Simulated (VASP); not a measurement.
A run of VASP 6.6.1 is set up as follows.

The input POSCAR:

```
CdSe
1.0
    0.0000000000      2.8429458735      2.8429458735
    2.8429458735      0.0000000000      2.8429458735
    2.8429458735      2.8429458735      0.0000000000
Cd Se
1 1
Direct
    0.0000000000      0.0000000000      0.0000000000
    0.5000000000      0.5000000000      0.5000000000
```

Contents of INCAR.step1:

```
SYSTEM = CdSe
  PREC = Accurate
  ENCUT = 520
  EDIFF = 1E-5
  ISMEAR = -1
  SIGMA = 0.02
  LREAL = .FALSE.
  LASPH = .TRUE.
  NELM = 100
  ALGO = Normal
  ISIF = 2
  LWAVE = .TRUE.
  LCHARG = .FALSE.
  NBANDS = 16
  GGA = PE
```

INCAR.step2

```
SYSTEM = CdSe
  PREC = Accurate
  ENCUT = 520
  EDIFF = 1E-7
  ISMEAR = -1
  SIGMA = 0.02
  LREAL = .FALSE.
  LASPH = .TRUE.
  NELM = 100
  ALGO = Normal
  ISIF = 2
  LWAVE = .FALSE.
  LCHARG = .FALSE.
  GGA = PE
  LHFCALC = .TRUE.
  HFSCREEN = 0.2079
  PRECFOCK = Normal
  NBANDS = 16
  ISTART = 1
```

The input KPOINTS:

```
regular mesh
0
G
  4 4 4
  0 0 0
```

Potentials or basis: VASP PAW PBE potentials, release 64 (Cd, Se).

Launch:

```sh
$ cat potpaw_PBE.64/Cd/POTCAR potpaw_PBE.64/Se/POTCAR > POTCAR
$ cp INCAR.step1 INCAR
$ mpirun -np 1 vasp_std > vasp.out
$ cp INCAR.step2 INCAR
$ mpirun -np 1 vasp_std > vasp.out
```

(1) What does it give for the band gap on the k mesh?

(2) Predict the pressure.

Answers

(1) 0.40 eV (least direct gap 1.79 eV).

(2) 0.7 GPa.

Caveat: the k points lie up to 0.48 Å⁻¹ apart; the structure was generated, so it needn't be the stable form of CdSe; the PAW data sets were made with another functional, which shifts forces and pressure a little.
